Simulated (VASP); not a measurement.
# HfH2 (I4/mmm) in VASP: further runs

HfH2 is run at these levels: PBEsol; tasks: single point.

Program: VASP 6.6.1. These are calculated values, not measurements. Logs are shortened: lines on timing, memory, paths and dates and some standing lists are left out, and cuts for length are marked.

## Step 1: The cell of the first run

Symmetry: I4/mmm, No. 139, tetragonal system. The conventional cell has a = 3.430 Å, b = 3.430 Å, c = 4.195 Å, α = 90.00°, β = 90.00°, γ = 90.00°. Hf (site symmetry 4/mmm) has 8 H at 2.01 Å within 2.7 Å. H (site symmetry -4m2) has 4 Hf at 2.01 Å and 6 H at 2.10 to 2.43 Å within 2.7 Å.

## Step 2: Single point, PBEsol (equal strain along all axes, cell held: -1.0 %)

File INCAR:

```
SYSTEM = HfH2
PREC = Accurate
ENCUT = 520
EDIFF = 1E-6
ISMEAR = 0
SIGMA = 0.1
LREAL = .FALSE.
LASPH = .TRUE.
NELM = 60
ALGO = Normal
ISIF = 2
LWAVE = .FALSE.
LCHARG = .FALSE.
GGA = PS
NBANDS = 21
```

File KPOINTS:

```
Automatic mesh
0
G
  10 10 8
  0 0 0
```

File POSCAR:

```
HfH2
1.0
    3.4296264281      0.0000000000      0.0000000000
    0.0000000000      3.4296264281      0.0000000000
    0.0000000000      0.0000000000      4.1952949171
Hf H
2 4
Direct
    0.0000000000      0.0000000000      0.0000000000
    0.5000000000      0.5000000000      0.5000000000
    0.0000000000      0.5000000000      0.2500000000
    0.5000000000      0.0000000000      0.2500000000
    0.5000000000      0.0000000000      0.7500000000
    0.0000000000      0.5000000000      0.7500000000
```

Potentials or basis: VASP PAW PBE potentials, release 64 (Hf_pv, H).

Command:

```
$ cat potpaw_PBE.64/Hf_pv/POTCAR potpaw_PBE.64/H/POTCAR > POTCAR
$ mpirun -np 1 vasp_std > vasp.out
```

OUTCAR:

```text
SYSTEM = HfH2
   PREC = Accurate
   ENCUT = 520
   EDIFF = 1E-6
   ISMEAR = 0
   LREAL = .FALSE.
   LASPH = .TRUE.
   NELM = 60
   ISIF = 2
   GGA = PS

 ion  position               nearest neighbor table
   1  0.000  0.000  0.000-   3 2.01   4 2.01   5 2.01   6 2.01   3 2.01   6 2.01   4 2.01   5 2.01
                             2 3.21   2 3.21   2 3.21   2 3.21   2 3.21   2 3.21   2 3.21   2 3.21
   2  0.500  0.500  0.500-   3 2.01   4 2.01   5 2.01   6 2.01   4 2.01   5 2.01   3 2.01   6 2.01
                             1 3.21   1 3.21   1 3.21   1 3.21   1 3.21   1 3.21   1 3.21   1 3.21
   3  0.000  0.500  0.250-   1 2.01   2 2.01   1 2.01   2 2.01
   4  0.500  0.000  0.250-   1 2.01   2 2.01   2 2.01   1 2.01
   5  0.500  0.000  0.750-   1 2.01   2 2.01   2 2.01   1 2.01
   6  0.000  0.500  0.750-   1 2.01   2 2.01   1 2.01   2 2.01

  LATTYP: Found a simple tetragonal cell.
 ALAT       =     3.4296264281
 C/A-ratio  =     1.2232512797

  Lattice vectors:

 A1 = (   3.4296264281,   0.0000000000,   0.0000000000)
 A2 = (   0.0000000000,   3.4296264281,   0.0000000000)
 A3 = (   0.0000000000,   0.0000000000,   4.1952949171)

Analysis of symmetry for initial positions (statically):
=====================================================================
 Subroutine PRICEL returns following result:

  LATTYP: Found a body centered tetragonal cell.
 ALAT       =     3.4296264281
 C/A-ratio  =     1.2232512797

  Lattice vectors:

 A1 = (  -1.7148132141,  -1.7148132141,  -2.0976474586)
 A2 = (   1.7148132141,   1.7148132141,  -2.0976474586)
 A3 = (   1.7148132141,  -1.7148132140,   2.0976474586)

   2 primitive cells build up your supercell.

 Routine SETGRP: Setting up the symmetry group for a
 simple tetragonal supercell.

 Subroutine GETGRP returns: Found 16 space group operations
 (whereof 16 operations were pure point group operations)
 out of a pool of 16 trial point group operations.

The static configuration has the point symmetry D_4h.

Analysis of symmetry for dynamics (positions and initial velocities):
=====================================================================
 Subroutine PRICEL returns following result:

  LATTYP: Found a body centered tetragonal cell.
 ALAT       =     3.4296264281
 C/A-ratio  =     1.2232512797

  Lattice vectors:

 A1 = (  -1.7148132141,  -1.7148132141,  -2.0976474586)
 A2 = (   1.7148132141,   1.7148132141,  -2.0976474586)
 A3 = (   1.7148132141,  -1.7148132140,   2.0976474586)

   2 primitive cells build up your supercell.

 Routine SETGRP: Setting up the symmetry group for a
 simple tetragonal supercell.

 Subroutine GETGRP returns: Found 16 space group operations
 (whereof 16 operations were pure point group operations)
 out of a pool of 16 trial point group operations.

The dynamic configuration has the point symmetry D_4h.

 Subroutine INISYM returns: Found 16 space group operations
 (whereof 16 operations are pure point group operations),
 and found     2 'primitive' translations

----------------------------------------------------------------------------------------

                                     Primitive cell

  volume of cell :      24.6732

  direct lattice vectors                    reciprocal lattice vectors
    -1.714813214 -1.714813214 -2.097647459     0.000000000 -0.291576946 -0.238362265
     1.714813214  1.714813214 -2.097647459     0.291576946  0.000000000 -0.238362265
     1.714813214 -1.714813214  2.097647459     0.291576946 -0.291576946  0.000000000

  length of vectors
     3.206445630  3.206445630  3.206445630     0.376608132  0.376608132  0.412352072

  position of ions in fractional coordinates (direct lattice)
     0.000000000  0.000000000  0.000000000
     0.250000000  0.750000000  0.500000000
     0.750000000  0.250000000  0.500000000

  ion indices of the primitive-cell ions
   primitive index   ion index
                 1           1
                 2           3
                 3           4

----------------------------------------------------------------------------------------

 KPOINTS: Automatic mesh

Automatic generation of k-mesh.
 Grid dimensions read from file:
 generate k-points for:   10   10    8

 Generating k-lattice:

  Cartesian coordinates                     Fractional coordinates (reciprocal lattice)
     0.029157695  0.000000000  0.000000000     0.100000000  0.000000000  0.000000000
     0.000000000  0.029157695  0.000000000     0.000000000  0.100000000  0.000000000
     0.000000000  0.000000000  0.029795283     0.000000000  0.000000000  0.125000000

  Length of vectors
     0.029157695  0.029157695  0.029795283

  Shift w.r.t. Gamma in fractional coordinates (k-lattice)
     0.000000000  0.000000000  0.000000000

 Subroutine IBZKPT returns following result:
 ===========================================

 Found    105 irreducible k-points:

 Following reciprocal coordinates:
            Coordinates               Weight
  0.000000  0.000000  0.000000      1.000000
  0.100000  0.000000  0.000000      4.000000
  0.200000  0.000000  0.000000      4.000000
  0.300000  0.000000  0.000000      4.000000
  0.400000  0.000000  0.000000      4.000000
  0.500000  0.000000  0.000000      2.000000
[... 16 lines left out ...]
  0.100000  0.000000  0.125000      8.000000
  0.200000  0.000000  0.125000      8.000000
 [... further k-points ...]
   k-points           NKPTS =    105   k-points in BZ     NKDIM =    105   number of bands    NBANDS=     21
   number of dos      NEDOS =    301   number of ions     NIONS =      6
   total plane-waves  NPLWV =  25088
   dimension x,y,z NGX =    28 NGY =   28 NGZ =   32
   dimension x,y,z NGXF=    56 NGYF=   56 NGZF=   64
   ions per type =               2   4
   NGX,Y,Z   is equivalent  to a cutoff of  13.57, 13.57, 12.68 a.u.
   NGXF,Y,Z  is equivalent  to a cutoff of  27.15, 27.15, 25.36 a.u.
 SYSTEM =  HfH2
   PREC   = accura    normal or accurate (medium, high low for compatibility)
   ISTART =      0    job   : 0-new  1-cont  2-samecut
   ICHARG =      2    charge: 1-file 2-atom 10-const
   ISPIN  =      1    spin polarized calculation?
   LNONCOLLINEAR =      F non collinear calculations
   LSORBIT =      F    spin-orbit coupling
   LASPH  =      T    aspherical Exc in radial PAW
   ENCUT  =  520.0 eV  38.22 Ry    6.18 a.u.   6.38  6.38  7.80*2*pi/ulx,y,z
   NELM   =     60;   NELMIN=  2; NELMDL= -5     # of ELM steps
   EDIFF  = 0.1E-05   stopping-criterion for ELM
   LREAL  =      F    real-space projection
   EDIFFG = 0.1E-04   stopping-criterion for IOM
   NSW    =      0    number of steps for IOM
   IBRION =     -1    ionic relax: 0-MD 1-quasi-New 2-CG
   NFREE  =      0    steps in history (QN), initial steepest desc. (CG)
   ISIF   =      2    stress and relaxation
   ISYM   =      2    0-nonsym 1-usesym 2-fastsym
   POTIM  = 0.5000    time-step for ionic-motion
   TEBEG  =    0.0;   TEEND  =   0.0 temperature during run
   PSTRESS=    0.0 pullay stress
   NELECT =      24.0000    total number of electrons
   NUPDOWN=      -1.0000    fix difference up-down
   EMIN   =  10.00;   EMAX   =-10.00  energy-range for DOS
   EFERMI =   0.00;   METHOD = LEGACY
   ISMEAR =     0;   SIGMA  =   0.10  broadening in eV -4-tet -1-fermi 0-gaus
   EFERMI_NEDOS =   21; number of points for ismear=-14 and -15
   IALGO  =     38    algorithm
   IMIX   =      4    mixing-type and parameters
     AMIX     =   0.40;   BMIX     =  1.00
     AMIX_MAG =   1.60;   BMIX_MAG =  1.00
  volume/ion in A,a.u.               =       8.22        55.50
  Fermi-wavevector in a.u.,A,eV,Ry     =   1.287439  2.432906 22.551632  1.657498
  Thomas-Fermi vector in A             =   2.419453
   LORBIT       =      0    0 simple, 1 ext, 2 COOP (PROOUT), +10 PAW based schemes
   GGA     = PS    functional components
   LHFCALC =     F    Hartree Fock is set to
   AEXX    =    0.0000 exact exchange contribution
   IVDW    =     0    specifies the selected vdW correction
   LEPSILON=     F    determine dielectric tensor
   LRPA    =     F    only Hartree local field effects (RPA)
 non-spin polarized calculation
 Gauss-broadening in eV      SIGMA  =   0.10
  energy-cutoff  :      520.00
  volume of cell :       49.35
 maximum number of plane-waves:      1343
 NGX is ok and might be reduce to    28
   NGX = 13   NGY = 13   NGZ = 15

 number of electron      24.0000001 magnetization

 Free energy of the ion-electron system (eV)
  ---------------------------------------------------
  ext. energy  EPLUGINS =         0.00000000
  ---------------------------------------------------
  free energy    TOTEN  =       -37.56870536 eV

  energy without entropy =      -37.56491408  energy(sigma->0) =      -37.56680972

 E-fermi :   5.6424     XC(G=0): -11.8384

 val. band max:        5.6137260123   @ k =   0.2000   0.0000   0.5000
 cond. band min:       5.6780409451   @ k =   0.1000   0.0000   0.3750
 fundamental gap:      0.0643149328
 Fermi energy:         5.6424018442

 k-point     1 :       0.0000    0.0000    0.0000
  band No.  band energies     occupation
      1     -25.6287      2.00000
      2     -25.3707      2.00000
      3     -25.3707      2.00000
      4     -25.0256      2.00000
      5     -25.0256      2.00000
      6     -24.9601      2.00000
[... 13 lines left out ...]
     20      11.4801      0.00000
     21      11.4801      0.00000

 k-point     2 :       0.1000    0.0000    0.0000
  band No.  band energies     occupation
      1     -25.6098      2.00000
      2     -25.3888      2.00000
      3     -25.3607      2.00000
      4     -25.0624      2.00000
      5     -25.0324      2.00000
      6     -24.9735      2.00000
[... 13 lines left out ...]
     20      11.1192      0.00000
     21      12.7886      0.00000

 k-point     3 :       0.2000    0.0000    0.0000
  band No.  band energies     occupation
      1     -25.5554      2.00000
      2     -25.4335      2.00000
      3     -25.3321      2.00000
      4     -25.1597      2.00000
      5     -25.0526      2.00000
      6     -25.0131      2.00000
[... 13 lines left out ...]
     20      12.0670      0.00000
     21      14.6021      0.00000

 k-point     4 :       0.3000    0.0000    0.0000
  band No.  band energies     occupation
      1     -25.4805      2.00000
      2     -25.4726      2.00000
      3     -25.2888      2.00000
      4     -25.2850      2.00000
      5     -25.0855      2.00000
      6     -25.0778      2.00000
[... 13 lines left out ...]
     20      13.3450      0.00000
     21      14.8920      0.00000

 k-point     5 :       0.4000    0.0000    0.0000
  band No.  band energies     occupation
      1     -25.5020      2.00000
      2     -25.4005      2.00000
      3     -25.3718      2.00000
      4     -25.2365      2.00000
      5     -25.1638      2.00000
      6     -25.1295      2.00000
[... 13 lines left out ...]
     20      13.3820      0.00000
     21      13.5546      0.00000

 k-point     6 :       0.5000    0.0000    0.0000
  band No.  band energies     occupation
      1     -25.4772      2.00000
      2     -25.4772      2.00000
      3     -25.2650      2.00000
      4     -25.2650      2.00000
      5     -25.1814      2.00000
      6     -25.1814      2.00000
[... 13 lines left out ...]
     20      12.4887      0.00000
     21      14.4265      0.00000

 k-point     7 :       0.1000    0.1000    0.0000
  band No.  band energies     occupation
      1     -25.5915      2.00000
      2     -25.4079      2.00000
      3     -25.3503      2.00000
      4     -25.1006      2.00000
      5     -25.0364      2.00000
      6     -24.9859      2.00000
[... 13 lines left out ...]
     20      11.4928      0.00000
     21      12.1806      0.00000
[... 291 lines left out ...]
      1     -25.7222      2.00000
      2     -25.7222      2.00000
      3     -25.2280      2.00000
      4     -25.2280      2.00000
      5     -25.1420      2.00000
      6     -25.1420      2.00000
[... 13 lines left out ...]
     20      13.0233      0.00000
     21      13.9746      0.00000

 k-point    21 :       0.5000    0.5000    0.0000
  band No.  band energies     occupation
      1     -25.7467      2.00000
      2     -25.7467      2.00000
      3     -25.2241      2.00000
      4     -25.2241      2.00000
      5     -25.1386      2.00000
      6     -25.1386      2.00000
[... 13 lines left out ...]
     20      12.3784      0.00000
     21      13.5687      0.00000

 k-point    22 :       0.0000    0.0000    0.1250
  band No.  band energies     occupation
      1     -25.6084      2.00000
      2     -25.3577      2.00000
      3     -25.3577      2.00000
      4     -25.0389      2.00000
      5     -25.0389      2.00000
      6     -24.9915      2.00000
[... 13 lines left out ...]
     20      12.9203      0.00000
     21      12.9203      0.00000

 k-point    23 :       0.1000    0.0000    0.1250
  band No.  band energies     occupation
      1     -25.5975      2.00000
      2     -25.3692      2.00000
      3     -25.3483      2.00000
      4     -25.0952      2.00000
      5     -25.0450      2.00000
      6     -24.9827      2.00000
[... 13 lines left out ...]
     20      12.1652      0.00000
     21      13.3835      0.00000

 k-point    24 :       0.2000    0.0000    0.1250
  band No.  band energies     occupation
      1     -25.5759      2.00000
      2     -25.3855      2.00000
      3     -25.3215      2.00000
      4     -25.2084      2.00000
      5     -25.0632      2.00000
      6     -24.9994      2.00000
[... 13 lines left out ...]
     20      11.9903      0.00000
     21      14.6919      0.00000

 [... further k-points ...]
[... 5 lines left out ...]
  --------------------------------------------------------------------------------------
  -------------------------------------------------------------------------------------
  Total        1.4502714      1.4502714      1.0908685      0.0000000      0.0000000      0.0000000
  in kB       47.0872938     47.0872938     35.4182298      0.0000000      0.0000000      0.0000000
  external PRESSURE =      43.1976058 kB  Pullay stress =       0.0000000 kB

 VOLUME and BASIS-vectors are now :
 -----------------------------------------------------------------------------
  energy-cutoff  :      520.00
  volume of cell :       49.35
      direct lattice vectors                 reciprocal lattice vectors
     3.429626428  0.000000000  0.000000000     0.291576946  0.000000000  0.000000000
     0.000000000  3.429626428  0.000000000     0.000000000  0.291576946  0.000000000
     0.000000000  0.000000000  4.195294917     0.000000000  0.000000000  0.238362265

 POSITION                                       TOTAL-FORCE (eV/Angst)
 -----------------------------------------------------------------------------------
      0.00000      0.00000      0.00000        -0.000000     -0.000000      0.000000
      1.71481      1.71481      2.09765         0.000000      0.000000     -0.000000
      0.00000      1.71481      1.04882        -0.000000     -0.000000      0.000000
      1.71481      0.00000      1.04882        -0.000000     -0.000000      0.000000
      1.71481      0.00000      3.14647        -0.000000     -0.000000      0.000000
      0.00000      1.71481      3.14647        -0.000000     -0.000000      0.000000
 -----------------------------------------------------------------------------------
    total drift:                                0.000000      0.000000      0.000000

  FREE ENERGIE OF THE ION-ELECTRON SYSTEM (eV)
  ---------------------------------------------------
  free  energy   TOTEN  =       -37.5687053568 eV

  energy  without entropy=      -37.5649140756  energy(sigma->0) =      -37.56680972
```

It took 37 s on 1 thread of Intel Xeon 6975P-C (Granite Rapids), shared host; peak memory 0.22 GiB.

What came out:

```
Free energy            : -37.5687 eV
Pressure               : 4.3 GPa
Band gap on the k mesh : zero (band 12 reaches 6.42 eV, above the bottom of band 13 at 5.16 eV)
```

Stress tensor (GPa, compression positive):
```
4.71 0.00 0.00
0.00 4.71 0.00
0.00 0.00 3.54
```

Caveat: the cell differs from its parent crystal (equal strain along all axes, cell held: -1.0 %); the PAW data sets were made with another functional, which shifts forces and pressure a little; spin-orbit coupling is left out, which moves the levels of the heavy elements.

## Step 3: Single point, PBEsol (equal strain along all axes, cell held: +1.0 %)

File INCAR:

```
PREC = Accurate ; ENCUT = 520
EDIFF = 1E-6 ; ISMEAR = 0
SIGMA = 0.1 ; LREAL = False
LASPH = True ; NELM = 80
ALGO = Normal ; ISIF = 2
LWAVE = False ; LCHARG = True
GGA = PS ; LELF = True
LVHAR = True ; NBANDS = 21
```

File KPOINTS:

```
regular mesh
0
Gamma
  10 10 8
```

Edit POSCAR of step 2 so:

```diff
@@ -2,5 +2,5 @@
 1.0
-    3.4296264281      0.0000000000      0.0000000000
-    0.0000000000      3.4296264281      0.0000000000
-    0.0000000000      0.0000000000      4.1952949171
+    3.4989118105      0.0000000000      0.0000000000
+    0.0000000000      3.4989118105      0.0000000000
+    0.0000000000      0.0000000000      4.2800483497
 Hf H
```

Potentials or basis: VASP PAW PBE potentials, release 64 (Hf_pv, H).

Command:

```
$ cat potpaw_PBE.64/Hf_pv/POTCAR potpaw_PBE.64/H/POTCAR > POTCAR
$ mpirun -np 1 vasp_std > vasp.out
```

Run time: 40 s. Hardware: 1 thread of Intel Xeon 6975P-C (Granite Rapids), shared host; peak memory 0.23 GiB.

It converged, with:

| Item | Value |
| --- | --- |
| Free energy | -37.5595 eV |
| Pressure | -5.1 GPa |
| Band gap on the k mesh | zero (band 12 reaches 5.94 eV, above the bottom of band 13 at 4.79 eV) |

Stress tensor (GPa, compression positive):
```
-5.14  0.00  0.00
 0.00 -5.14  0.00
 0.00  0.00 -4.95
```

Levels at points of the mesh, in eV from the Fermi level:
```csv
k point,band 10,band 11,band 12,band 13,band 14,band 15
"(0.00, 0.00, 0.00)",-3.76,-1.13,-0.45,-0.45,0.48,1.72
"(0.50, 0.00, 0.00)",-5.07,-1.40,-1.40,0.82,0.82,1.68
"(0.50, 0.50, 0.00)",-5.79,-4.15,-4.15,3.84,3.84,4.03
"(0.00, 0.00, 0.50)",-5.89,0.70,0.70,0.70,0.70,0.83
"(0.50, 0.00, 0.50)",-5.14,-0.91,-0.91,0.76,0.76,3.71
"(0.50, 0.50, 0.50)",-6.19,-2.38,-2.38,1.35,1.35,3.88
```

Caveat: the cell differs from its parent crystal (equal strain along all axes, cell held: +1.0 %); the PAW data sets were made with another functional, which shifts forces and pressure a little; spin-orbit coupling is left out, which moves the levels of the heavy elements.

## Step 4: Single point, PBEsol (equal strain along all axes, cell held: +2.0 %)

File INCAR:

```
PREC = Accurate ; ENCUT = 520
EDIFF = 1E-6 ; ISMEAR = 0
SIGMA = 0.1 ; LREAL = False
LASPH = True ; NELM = 60
ALGO = Normal ; ISIF = 2
LWAVE = False ; LCHARG = False
GGA = PS ; NBANDS = 21
```

KPOINTS is that of step 3.

Edit POSCAR of step 3 so:

```diff
@@ -2,5 +2,5 @@
 1.0
-    3.4989118105      0.0000000000      0.0000000000
-    0.0000000000      3.4989118105      0.0000000000
-    0.0000000000      0.0000000000      4.2800483497
+    3.5335545017      0.0000000000      0.0000000000
+    0.0000000000      3.5335545017      0.0000000000
+    0.0000000000      0.0000000000      4.3224250661
 Hf H
```

Command:

```
$ cat potpaw_PBE.64/Hf_pv/POTCAR potpaw_PBE.64/H/POTCAR > POTCAR
$ mpirun -np 1 vasp_std > vasp.out
```

Wall time 52 s (1 thread of Intel Xeon 6975P-C (Granite Rapids), shared host); peak memory 0.23 GiB.

It converged, with:

```
Free energy            : -37.4914 eV
Pressure               : -9.0 GPa
Band gap on the k mesh : zero (band 12 reaches 5.71 eV, above the bottom of band 13 at 4.61 eV)
```

Stress tensor (GPa, compression positive):
```
-9.23  0.00  0.00
 0.00 -9.23  0.00
 0.00  0.00 -8.50
```

Levels at points of the mesh, in eV from the Fermi level:
```tsv
k point	band 10	band 11	band 12	band 13	band 14	band 15
(0.00, 0.00, 0.00)	-3.64	-1.14	-0.44	-0.44	0.47	1.66
(0.50, 0.00, 0.00)	-5.00	-1.34	-1.34	0.80	0.80	1.63
(0.50, 0.50, 0.00)	-5.80	-4.05	-4.05	3.69	3.69	3.87
(0.00, 0.00, 0.50)	-5.76	0.66	0.66	0.66	0.66	0.81
(0.50, 0.00, 0.50)	-5.15	-0.88	-0.88	0.73	0.73	3.56
(0.50, 0.50, 0.50)	-6.13	-2.33	-2.33	1.25	1.25	3.73
```

Caveat: the cell differs from its parent crystal (equal strain along all axes, cell held: +2.0 %); the PAW data sets were made with another functional, which shifts forces and pressure a little; spin-orbit coupling is left out, which moves the levels of the heavy elements.

[end of part 1 of 2]
